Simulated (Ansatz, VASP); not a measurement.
**Pb in VASP and in Ansatz**

INCAR

```
SYSTEM = Pb
PREC = Accurate
ENCUT = 520
EDIFF = 1E-8
ISMEAR = -1
SIGMA = 0.05
LREAL = .False.
LASPH = .True.
NELM = 100
ALGO = Normal
ISIF = 2
LWAVE = .False.
LCHARG = .False.
GGA = PE
LEFG = .True.
NBANDS = 21
```

File KPOINTS:

```
regular mesh
0
Gamma
  8 8 8
  0 0 0
```

The input POSCAR:

```
Pb
1.0
    0.0000000000      3.4168854378      3.4168854378
    3.4168854378      0.0000000000      3.4168854378
    3.4168854378      3.4168854378      0.0000000000
Pb
2
Direct
   -0.1250000000     -0.1250000000     -0.1250000000
    0.1250000000      0.1250000000      0.1250000000
```

Input for Ansatz:

```yaml
crystal:
  lattice:
    - [0.0, 3.4168854378, 3.4168854378]
    - [3.4168854378, 0.0, 3.4168854378]
    - [3.4168854378, 3.4168854378, 0.0]
  atoms:
    - { symbol: Pb, position: [-0.125, -0.125, -0.125] }
    - { symbol: Pb, position: [0.125, 0.125, 0.125] }
kpoints:
  mp_grid: { grid: [8, 8, 8] }
scf:
  occupations: { method: fermi_dirac, width: 0.05 }
hamiltonian:
  xc: pbe
  pseudopotentials: { kind: paw }
output:
  forces: true
  stress: true
  eigenvalues: true
  efg: { contact_densities: true }
  populations: true
```

Change from the starting cell: shortest bond scaled by 1, PAW files.

Alike in both runs: task electric field gradients; functional PBE; k mesh 8 × 8 × 8; occupations fermi-dirac, width 0.05 eV; no spin polarisation.

|  | VASP | Ansatz |
| --- | --- | --- |
| version | VASP 6.6.1 | Ansatz 0.2.0 |
| potentials or method | VASP PAW PBE potentials, release 64 (Pb_d) | PAW with Ansatz's default frozen-core files, scalar-relativistic |
| plane-wave cutoff (eV) | 520 | 420 |
| valence electrons in the cell | 28 | 28 |

|  | VASP | Ansatz | Ansatz less VASP |
| --- | --- | --- | --- |
| pressure (GPa) | 3.0 | 3.1 | +0.05 |

Spin-orbit coupling is off throughout.
